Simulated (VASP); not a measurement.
A run of VASP 6.6.1:

INCAR

```
PREC = Accurate
ENCUT = 520
EDIFF = 1E-6
ISMEAR = -1
SIGMA = 0.1
LREAL = False
LASPH = True
NELM = 80
ALGO = Normal
ISIF = 2
LWAVE = False
LCHARG = False
GGA = RE
NBANDS = 18
```

File KPOINTS:

```
Automatic mesh
0
Gamma
  13 13 13
```

The input POSCAR:

```
Lu
1.0
   -1.9195572702      1.9195572702      1.9195572702
    1.9195572702     -1.9195572702      1.9195572702
    1.9195572702      1.9195572702     -1.9195572702
Lu
1
Direct
    0.0000000000      0.0000000000      0.0000000000
```

Potentials or basis: VASP PAW PBE potentials, release 64 (Lu).

The run is started by

```console
$ cat potpaw_PBE.64/Lu/POTCAR > POTCAR
$ mpirun -np 1 vasp_std > vasp.out
```

Hardware: 1 thread of Intel(R) Xeon(R) Platinum 8559C (Emerald Rapids), on a shared host.

Question: Estimate the wall time of this run.

Answer: It took 25 s on 1 thread of Intel(R) Xeon(R) Platinum 8559C (Emerald Rapids), on a shared host, peak memory 0.19 GiB. Counts: scf iterations 12, k points 84.
